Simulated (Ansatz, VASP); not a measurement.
# Hg in VASP and in Ansatz

```xyz
1
Lattice="1.7463 1.0082 2.1479 -1.7463 1.0082 2.1479 0.0000 -2.0165 2.1479" Properties=species:S:1:pos:R:3 pbc="T T T"
Hg   -1.7463    1.0082    2.1479
```

Alike in both runs: task single point; functional LDA; k mesh 19 × 19 × 19; occupations fermi-dirac, width 0.1 eV; no spin polarisation.

|  | VASP | Ansatz |
| --- | --- | --- |
| version | VASP 6.6.1 | Ansatz 0.2.0 |
| potentials or method | VASP PAW LDA potentials, release 64 (Hg_sv_GW), cutoff 500 eV | plane waves (420 eV) with PAW, scalar-relativistic |
| valence electrons in the cell | 20 | 20 |

VASP gave:

```
pressure (GPa)                                                : -1.2
traceless stress, the component that is largest in VASP (GPa) : -0.07
```

Question: Which values does Ansatz return?

Answer: Pressure (GPa): 0.0; traceless stress, the component that is largest in VASP (GPa): -0.21.

Ansatz warns that its potentials were made for another functional, while VASP's fit it. LDA's correlation is that of Perdew and Zunger in VASP and of Perdew and Wang (1992) in Ansatz.

Neither program's run includes spin-orbit coupling.
